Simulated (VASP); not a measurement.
Here is a VASP 6.6.1 calculation.

File INCAR:

```
SYSTEM = BN
  ALGO = Normal
  DIPOL = 0.5 0.5 0.500
  EDIFF = 1E-6
  ENCUT = 520
  GGA = PE
  IDIPOL = 3
  ISIF = 2
  ISMEAR = 0
  IVDW = 12
  LASPH = .True.
  LCHARG = .True.
  LDIPOL = .True.
  LELF = .True.
  LREAL = .False.
  LVACPOTAV = .True.
  LVHAR = .True.
  LWAVE = .False.
  NBANDS = 11
  NELM = 100
  PREC = Accurate
  SIGMA = 0.02
```

File KPOINTS:

```
k-points
0
Gamma
  12 12 1
  0 0 0
```

The input POSCAR:

```
BN
1.0
    2.4480000000      0.0000000000      0.0000000000
   -1.2240000000      2.1200301885      0.0000000000
    0.0000000000      0.0000000000     26.0000000000
B N
1 1
Direct
    0.0000000000      0.0000000000      0.5192307692
    0.6666666667      0.3333333333      0.4807692308
```

Potentials or basis: VASP PAW PBE potentials, release 64 (B, N).

Command:

```bash
$ cat potpaw_PBE.64/B/POTCAR potpaw_PBE.64/N/POTCAR > POTCAR
$ mpirun -np 1 vasp_std > vasp.out
```

Question: Predict the largest force.

Answer: 7.310 eV/Å.

Question: Estimate the band gap on the k mesh.

Answer: Zero (band 4 reaches -3.26 eV, above the bottom of band 5 at -4.74 eV).

Forces on the atoms (eV/Å):
```
B    0.000  0.000 -7.310
N    0.000  0.000  7.310
```
